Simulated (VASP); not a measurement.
# HfB (Fm-3m) in VASP: further runs

Runs on HfB. Level: LDA. Tasks: single point.

Program: VASP 6.6.1. These are calculated values, not measurements. Logs are shortened: lines on timing, memory, paths and dates and some standing lists are left out, and cuts for length are marked.

## (1) The cell of the first run

Symmetry: Fm-3m, No. 225, cubic system. Conventional cell: a = 4.651 Å, b = 4.651 Å, c = 4.651 Å, α = 90.00°, β = 90.00°, γ = 90.00°. Hf (site symmetry m-3m) has 6 B at 2.33 Å within 3.1 Å. B (site symmetry m-3m) has 6 Hf at 2.33 Å within 3.1 Å.

## (2) Single point, LDA (12.57 Å³/atom)

The input, INCAR:

```
SYSTEM = HfB
PREC = Accurate ; ENCUT = 520
EDIFF = 1E-7 ; ISMEAR = -1
SIGMA = 0.05 ; LREAL = .False.
LASPH = .True. ; NELM = 100
ALGO = Normal ; ISIF = 2
LWAVE = .False. ; LCHARG = .False.
GGA = CA ; NBANDS = 14
```

The input, KPOINTS:

```
Automatic mesh
0
Gamma
  15 15 15
  0 0 0
```

The input, POSCAR:

```
HfB
1.0
    0.0000000000      2.3252984591      2.3252984591
    2.3252984591      0.0000000000      2.3252984591
    2.3252984591      2.3252984591      0.0000000000
Hf B
1 1
Direct
    0.5000000000      0.5000000000      0.5000000000
    0.0000000000      0.0000000000      0.0000000000
```

Potentials or basis: VASP PAW LDA potentials, release 64 (Hf_pv, B).

Started as:

```bash
cat potpaw_LDA.64/Hf_pv/POTCAR potpaw_LDA.64/B/POTCAR > POTCAR
mpirun -np 1 vasp_std > vasp.out
```

OUTCAR:

```text
SYSTEM = HfB
   PREC = Accurate
   ENCUT = 520
   EDIFF = 1E-7
   ISMEAR = -1
   LREAL = .False.
   LASPH = .True.
   NELM = 100
   ISIF = 2
   GGA = CA

 ion  position               nearest neighbor table
   1  0.500  0.500  0.500-   2 2.33   2 2.33   2 2.33   2 2.33   2 2.33   2 2.33
   2  0.000  0.000  0.000-   1 2.33   1 2.33   1 2.33   1 2.33   1 2.33   1 2.33

  LATTYP: Found a face centered cubic cell.
 ALAT       =     4.6505969182

  Lattice vectors:

 A1 = (   0.0000000000,   2.3252984591,   2.3252984591)
 A2 = (   2.3252984591,   0.0000000000,   2.3252984591)
 A3 = (   2.3252984591,   2.3252984591,   0.0000000000)

Analysis of symmetry for initial positions (statically):
=====================================================================
 Subroutine PRICEL returns:
 Original cell was already a primitive cell.

 Routine SETGRP: Setting up the symmetry group for a
 face centered cubic supercell.

 Subroutine GETGRP returns: Found 48 space group operations
 (whereof 48 operations were pure point group operations)
 out of a pool of 48 trial point group operations.

The static configuration has the point symmetry O_h .

Analysis of symmetry for dynamics (positions and initial velocities):
=====================================================================
 Subroutine PRICEL returns:
 Original cell was already a primitive cell.

 Routine SETGRP: Setting up the symmetry group for a
 face centered cubic supercell.

 Subroutine GETGRP returns: Found 48 space group operations
 (whereof 48 operations were pure point group operations)
 out of a pool of 48 trial point group operations.

The dynamic configuration has the point symmetry O_h .

 Subroutine INISYM returns: Found 48 space group operations
 (whereof 48 operations are pure point group operations),
 and found     1 'primitive' translations

----------------------------------------------------------------------------------------

                                     Primitive cell

  volume of cell :      25.1458

  direct lattice vectors                    reciprocal lattice vectors
     0.000000000  2.325298459  2.325298459    -0.215026161  0.215026161  0.215026161
     2.325298459  0.000000000  2.325298459     0.215026161 -0.215026161  0.215026161
     2.325298459  2.325298459  0.000000000     0.215026161  0.215026161 -0.215026161

  length of vectors
     3.288468617  3.288468617  3.288468617     0.372436235  0.372436235  0.372436235

  position of ions in fractional coordinates (direct lattice)
     0.500000000  0.500000000  0.500000000
     0.000000000  0.000000000  0.000000000

  ion indices of the primitive-cell ions
   primitive index   ion index
                 1           1
                 2           2

----------------------------------------------------------------------------------------

 KPOINTS: Automatic mesh

Automatic generation of k-mesh.
 Grid dimensions read from file:
 generate k-points for:   15   15   15

 Generating k-lattice:

  Cartesian coordinates                     Fractional coordinates (reciprocal lattice)
    -0.014335077  0.014335077  0.014335077     0.066666667  0.000000000  0.000000000
     0.014335077 -0.014335077  0.014335077     0.000000000  0.066666667  0.000000000
     0.014335077  0.014335077 -0.014335077     0.000000000  0.000000000  0.066666667

  Length of vectors
     0.024829082  0.024829082  0.024829082

  Shift w.r.t. Gamma in fractional coordinates (k-lattice)
     0.000000000  0.000000000  0.000000000

 Subroutine IBZKPT returns following result:
 ===========================================

 Found    120 irreducible k-points:

 Following reciprocal coordinates:
            Coordinates               Weight
  0.000000  0.000000  0.000000      1.000000
  0.066667  0.000000  0.000000      8.000000
  0.133333  0.000000  0.000000      8.000000
  0.200000  0.000000  0.000000      8.000000
  0.266667  0.000000  0.000000      8.000000
  0.333333  0.000000  0.000000      8.000000
[... 16 lines left out ...]
  0.133333  0.133333  0.000000      6.000000
  0.200000  0.133333  0.000000     24.000000
 [... further k-points ...]
   k-points           NKPTS =    120   k-points in BZ     NKDIM =    120   number of bands    NBANDS=     14
   number of dos      NEDOS =    301   number of ions     NIONS =      2
   total plane-waves  NPLWV =  13824
   dimension x,y,z NGX =    24 NGY =   24 NGZ =   24
   dimension x,y,z NGXF=    48 NGYF=   48 NGZF=   48
   ions per type =               1   1
   NGX,Y,Z   is equivalent  to a cutoff of  12.13, 12.13, 12.13 a.u.
   NGXF,Y,Z  is equivalent  to a cutoff of  24.27, 24.27, 24.27 a.u.
 SYSTEM =  HfB
   PREC   = accura    normal or accurate (medium, high low for compatibility)
   ISTART =      0    job   : 0-new  1-cont  2-samecut
   ICHARG =      2    charge: 1-file 2-atom 10-const
   ISPIN  =      1    spin polarized calculation?
   LNONCOLLINEAR =      F non collinear calculations
   LSORBIT =      F    spin-orbit coupling
   LASPH  =      T    aspherical Exc in radial PAW
   ENCUT  =  520.0 eV  38.22 Ry    6.18 a.u.   6.11  6.11  6.11*2*pi/ulx,y,z
   NELM   =    100;   NELMIN=  2; NELMDL= -5     # of ELM steps
   EDIFF  = 0.1E-06   stopping-criterion for ELM
   LREAL  =      F    real-space projection
   EDIFFG = 0.1E-05   stopping-criterion for IOM
   NSW    =      0    number of steps for IOM
   IBRION =     -1    ionic relax: 0-MD 1-quasi-New 2-CG
   NFREE  =      0    steps in history (QN), initial steepest desc. (CG)
   ISIF   =      2    stress and relaxation
   ISYM   =      2    0-nonsym 1-usesym 2-fastsym
   POTIM  = 0.5000    time-step for ionic-motion
   TEBEG  =    0.0;   TEEND  =   0.0 temperature during run
   PSTRESS=    0.0 pullay stress
   NELECT =      13.0000    total number of electrons
   NUPDOWN=      -1.0000    fix difference up-down
   EMIN   =  10.00;   EMAX   =-10.00  energy-range for DOS
   EFERMI =   0.00;   METHOD = LEGACY
   ISMEAR =    -1;   SIGMA  =   0.05  broadening in eV -4-tet -1-fermi 0-gaus
   EFERMI_NEDOS =   21; number of points for ismear=-14 and -15
   IALGO  =     38    algorithm
   IMIX   =      4    mixing-type and parameters
     AMIX     =   0.40;   BMIX     =  1.00
     AMIX_MAG =   1.60;   BMIX_MAG =  1.00
  volume/ion in A,a.u.               =      12.57        84.85
  Fermi-wavevector in a.u.,A,eV,Ry     =   1.313915  2.482939 23.488723  1.726372
  Thomas-Fermi vector in A             =   2.444204
   LORBIT       =      0    0 simple, 1 ext, 2 COOP (PROOUT), +10 PAW based schemes
   GGA     = CA    functional components
   LHFCALC =     F    Hartree Fock is set to
   AEXX    =    0.0000 exact exchange contribution
   IVDW    =     0    specifies the selected vdW correction
   LEPSILON=     F    determine dielectric tensor
   LRPA    =     F    only Hartree local field effects (RPA)
 non-spin polarized calculation
  energy-cutoff  :      520.00
  volume of cell :       25.15
 maximum number of plane-waves:       690
   NGX = 13   NGY = 13   NGZ = 13

 number of electron      13.0000000 magnetization

 Free energy of the ion-electron system (eV)
  ---------------------------------------------------
  ext. energy  EPLUGINS =         0.00000000
  ---------------------------------------------------
  free energy    TOTEN  =       -18.92998018 eV

  energy without entropy =      -18.92199455  energy(sigma->0) =      -18.92598737

 E-fermi :   4.9736     XC(G=0): -12.3599

 val. band max:        4.9476367555   @ k =  -0.1333   0.2000   0.0667
 cond. band min:       4.9863457389   @ k =   0.2667   0.2667   0.0000
 fundamental gap:      0.0387089835
 Fermi energy:         4.9735681108

 k-point     1 :       0.0000    0.0000    0.0000
  band No.  band energies     occupation
      1     -23.3101      2.00000
      2     -23.3101      2.00000
      3     -23.3101      2.00000
      4      -4.4136      2.00000
      5       7.0556      0.00000
      6       7.0556      0.00000
      7       7.0556      0.00000
      8       8.8689      0.00000
      9       8.8689      0.00000
     10       8.8689      0.00000
     11       9.0431      0.00000
     12       9.0431      0.00000
     13      16.6408      0.00000
     14      17.7733      0.00000

 k-point     2 :       0.0667    0.0000    0.0000
  band No.  band energies     occupation
      1     -23.3421      2.00000
      2     -23.3133      2.00000
      3     -23.3133      2.00000
      4      -4.2868      2.00000
      5       6.6171      0.00000
      6       6.9772      0.00000
      7       6.9772      0.00000
      8       7.9478      0.00000
      9       7.9478      0.00000
     10       9.1078      0.00000
     11      10.2948      0.00000
     12      10.2948      0.00000
     13      16.9626      0.00000
     14      17.9137      0.00000

 k-point     3 :       0.1333    0.0000    0.0000
  band No.  band energies     occupation
      1     -23.4315      2.00000
      2     -23.3226      2.00000
      3     -23.3226      2.00000
      4      -3.9181      2.00000
      5       5.7227      0.00000
      6       6.3209      0.00000
      7       6.3209      0.00000
      8       7.8667      0.00000
      9       7.8667      0.00000
     10       9.4740      0.00000
     11      11.7777      0.00000
     12      11.7777      0.00000
     13      17.8499      0.00000
     14      18.2660      0.00000

 k-point     4 :       0.2000    0.0000    0.0000
  band No.  band energies     occupation
      1     -23.5603      2.00000
      2     -23.3361      2.00000
      3     -23.3361      2.00000
      4      -3.3407      2.00000
      5       4.7282      1.98532
      6       5.4741      0.00009
      7       5.4741      0.00009
      8       8.3375      0.00000
      9       8.3375      0.00000
     10       9.7841      0.00000
     11      13.3542      0.00000
     12      13.3542      0.00000
     13      18.4681      0.00000
     14      19.0560      0.00000

 k-point     5 :       0.2667    0.0000    0.0000
  band No.  band energies     occupation
      1     -23.7043      2.00000
      2     -23.3516      2.00000
      3     -23.3516      2.00000
      4      -2.6046      2.00000
      5       3.7491      2.00000
      6       4.7496      1.97759
      7       4.7496      1.97759
      8       9.0291      0.00000
      9       9.0291      0.00000
     10      10.1113      0.00000
     11      14.9645      0.00000
[... 276 lines left out ...]
 k-point    22 :      -0.0667    0.0667    0.0000
  band No.  band energies     occupation
      1     -23.3857      2.00000
      2     -23.3320      2.00000
      3     -23.3127      2.00000
      4      -4.0799      2.00000
      5       6.2618      0.00000
      6       6.3507      0.00000
      7       6.7663      0.00000
      8       7.2417      0.00000
      9       8.3834      0.00000
     10       9.5068      0.00000
     11      10.5073      0.00000
     12      11.6655      0.00000
     13      17.4714      0.00000
     14      18.1329      0.00000

 k-point    23 :       0.1333    0.1333    0.0000
  band No.  band energies     occupation
      1     -23.4227      2.00000
      2     -23.3514      2.00000
      3     -23.3514      2.00000
      4      -3.7633      2.00000
      5       5.2926      0.00338
      6       6.2960      0.00000
      7       6.5786      0.00000
      8       6.5786      0.00000
      9       9.3155      0.00000
     10      10.2242      0.00000
     11      10.2242      0.00000
     12      12.9230      0.00000
     13      18.2228      0.00000
     14      18.5813      0.00000

 k-point    24 :       0.2000    0.1333    0.0000
  band No.  band energies     occupation
      1     -23.5066      2.00000
      2     -23.3716      2.00000
      3     -23.3641      2.00000
      4      -3.3509      2.00000
      5       4.5015      1.99984
      6       5.6111      0.00001
      7       6.2872      0.00000
      8       6.8791      0.00000
      9       9.3277      0.00000
     10      10.6712      0.00000
     11      11.2648      0.00000
     12      13.9806      0.00000
     13      18.9681      0.00000
     14      19.1107      0.00000

 [... further k-points ...]

------------------------ aborting loop because EDIFF is reached ----------------------------------------

  FORCE on cell =-STRESS in cart. coord.  units (eV):
  Direction    XX          YY          ZZ          XY          YZ          ZX
  --------------------------------------------------------------------------------------
  -------------------------------------------------------------------------------------
  Total        2.3422838      2.3422838      2.3422838      0.0000000      0.0000000      0.0000000
  in kB      149.2395703    149.2395703    149.2395703      0.0000000      0.0000000      0.0000000
  external PRESSURE =     149.2395703 kB  Pullay stress =       0.0000000 kB

 VOLUME and BASIS-vectors are now :
 -----------------------------------------------------------------------------
  energy-cutoff  :      520.00
  volume of cell :       25.15
      direct lattice vectors                 reciprocal lattice vectors
     0.000000000  2.325298459  2.325298459    -0.215026161  0.215026161  0.215026161
     2.325298459  0.000000000  2.325298459     0.215026161 -0.215026161  0.215026161
     2.325298459  2.325298459  0.000000000     0.215026161  0.215026161 -0.215026161

 POSITION                                       TOTAL-FORCE (eV/Angst)
 -----------------------------------------------------------------------------------
      2.32530      2.32530      2.32530         0.000000      0.000000     -0.000000
      0.00000      0.00000      0.00000        -0.000000     -0.000000      0.000000
 -----------------------------------------------------------------------------------
    total drift:                               -0.000000     -0.000000      0.000000

  FREE ENERGIE OF THE ION-ELECTRON SYSTEM (eV)
  ---------------------------------------------------
  free  energy   TOTEN  =       -18.9299801797 eV

  energy  without entropy=      -18.9219945518  energy(sigma->0) =      -18.92598737
```

It took 46 s on 1 thread of Intel Xeon 8259CL, shared host; peak memory 0.16 GiB.

What came out:

* Free energy: -18.9300 eV
* Pressure: 14.9 GPa
* Band gap on the k mesh: zero (an odd number of electrons rules out a gap without spin polarisation)

Levels at points of the mesh, in eV from the Fermi level:
```
           k point  band 3  band 4  band 5  band 6  band 7  band 8  band 9  band 10  band 11  band 12
(0.00, 0.00, 0.00)  -28.28   -9.39    2.08    2.08    2.08    3.90    3.90     3.90     4.07     4.07
```

Caveat: the cell stands under pressure; spin-orbit coupling is left out, which moves the levels of the heavy elements.

## (3) Single point, LDA (12.45 Å³/atom)

This run uses another cell than the first one, of 12.45 Å³/atom.

The input, INCAR:

```
ALGO     = Normal         # electronic algorithm
EDIFF    = 1E-6           # SCF threshold, eV
ENCUT    = 520            # plane-wave cutoff, eV
GGA      = CA             # functional
ISIF     = 2              # what is computed and relaxed
ISMEAR   = -1             # smearing method
LASPH    = True           # aspherical terms in the spheres
LCHARG   = False          # write CHGCAR
LREAL    = False          # projectors in reciprocal space
LWAVE    = False          # write WAVECAR
NBANDS   = 14             # bands
NELM     = 60             # most SCF steps
PREC     = Accurate       # precision mode
SIGMA    = 0.05           # smearing width, eV
```

The input, KPOINTS:

```
k-points
0
Gamma
  15 15 15
```

The input, POSCAR:

```
HfB
1.0
    0.0000000000      2.3176744750      2.3176744750
    2.3176744750      0.0000000000      2.3176744750
    2.3176744750      2.3176744750      0.0000000000
Hf B
1 1
Direct
    0.5000000000      0.5000000000      0.5000000000
    0.0000000000      0.0000000000      0.0000000000
```

Potentials or basis: VASP PAW LDA potentials, release 64 (Hf_pv, B).

Started as:

```bash
cat potpaw_LDA.64/Hf_pv/POTCAR potpaw_LDA.64/B/POTCAR > POTCAR
mpirun -np 1 vasp_std > vasp.out
```

Run time: 41 s. Hardware: 1 thread of Intel Xeon 8259CL, shared host; peak memory 0.16 GiB.

Results (log left out):

```
Free energy            : -18.9050 eV
Pressure               : 17.4 GPa
Band gap on the k mesh : zero (an odd number of electrons rules out a gap without spin polarisation)
```

Levels at points of the mesh, in eV from the Fermi level:
| k point | band 5 | band 6 | band 7 | band 8 | band 9 | band 10 |
| --- | --- | --- | --- | --- | --- | --- |
| (0.00, 0.00, 0.00) | 2.09 | 2.09 | 2.09 | 3.92 | 3.92 | 3.92 |

Caveat: the cell stands under pressure; spin-orbit coupling is left out, which moves the levels of the heavy elements.
